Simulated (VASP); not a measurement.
Set up this calculation in VASP 6.6.1, as the native input.

| Property | Result |
| --- | --- |
| Task | single point |
| Functional | PBEsol |
| Potentials or basis | VASP PAW PBE potentials, release 64 (V_sv) |
| Cutoff | 520 eV |
| k mesh | 15 × 15 × 15 |
| Occupations | fermi-dirac, width 0.1 eV |
| Spin | no spin polarisation |
| Dipole correction | no |
| Further INCAR settings | ALGO = Normal; EDIFF = 1e-06; NBANDS = 12 |

The structure of V lies in POSCAR:

```
V
1.0
    2.3781424741      0.0000000000      0.0000000000
    0.0000000000      2.3781424741      0.0000000000
    0.0000000000      0.0000000000      2.3781424741
V
1
Direct
    0.0000000000      0.0000000000      0.0000000000
```

This cell differs from its parent crystal: volume scaled by 0.96.

The input as run:

INCAR

```
  PREC = Accurate
  ENCUT = 520
  EDIFF = 1E-6
  ISMEAR = -1
  SIGMA = 0.1
  LREAL = F
  LASPH = T
  NELM = 100
  ALGO = Normal
  ISIF = 2
  LWAVE = F
  LCHARG = F
  GGA = PS
  NBANDS = 12
```

KPOINTS

```
Automatic mesh
0
Gamma
  15 15 15
```

Potentials or basis: VASP PAW PBE potentials, release 64 (V_sv).

The run is started by

```sh
$ cat potpaw_PBE.64/V_sv/POTCAR > POTCAR
$ mpirun -np 1 vasp_std > vasp.out
```

Results of the run:

| Quantity | Value |
| --- | --- |
| Pressure | 7.9 GPa |

Caveat: the PAW data sets were made with another functional, which shifts forces and pressure a little.

Run time: 5.3 s on 1 thread of Intel(R) Xeon(R) 6975P-C (Granite Rapids), on a shared host, peak memory 0.13 GiB.
